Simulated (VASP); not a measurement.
Wanted: the native input for a VASP 6.6.1 run.

| Property | Result |
| --- | --- |
| Task | single point |
| Functional | PBEsol |
| Potentials or basis | VASP PAW PBE potentials, release 64 (In_d, Sb) |
| Cutoff | 520 eV |
| k mesh | 14 × 14 × 14 |
| Occupations | gaussian, width 0.15 eV |
| Spin | no spin polarisation |
| Dipole correction | no |
| Further INCAR settings | ALGO = Normal; EDIFF = 1e-06; NBANDS = 16 |

The structure of InSb lies in POSCAR:

```
InSb
1.0
    0.0000000000      2.7895187282      3.3463066663
    2.7895187282      0.0000000000      3.3463066663
    2.7895187282      2.7895187282      0.0000000000
In Sb
1 1
Direct
    0.0000000000      0.0000000000      0.0000000000
    0.5000000000      0.5000000000      0.5000000000
```

The input as run:

INCAR

```
PREC = Accurate
ENCUT = 520
EDIFF = 1E-6
ISMEAR = 0
SIGMA = 0.15
LREAL = False
LASPH = True
NELM = 80
ALGO = Normal
ISIF = 2
LWAVE = False
LCHARG = True
GGA = PS
LELF = True
LVHAR = True
NBANDS = 16
```

KPOINTS

```
Automatic mesh
0
Gamma
  14 14 14
```

Potentials or basis: VASP PAW PBE potentials, release 64 (In_d, Sb).

Run with:

```bash
$ cat potpaw_PBE.64/In_d/POTCAR potpaw_PBE.64/Sb/POTCAR > POTCAR
$ mpirun -np 1 vasp_std > vasp.out
```

It gave:

* Pressure: 7.8 GPa
* Band gap on the k mesh: zero (bands 9 and 10 overlap by 3.06 eV)

Caveat: the stress differs along the axes, from -4 to 14 GPa; the PAW data sets were made with another functional, which shifts forces and pressure a little; spin-orbit coupling is left out, which moves the levels of the heavy elements.

It took 61 s on 1 thread of Intel(R) Xeon(R) 6975P-C (Granite Rapids) (shared host), peak memory 0.34 GiB.
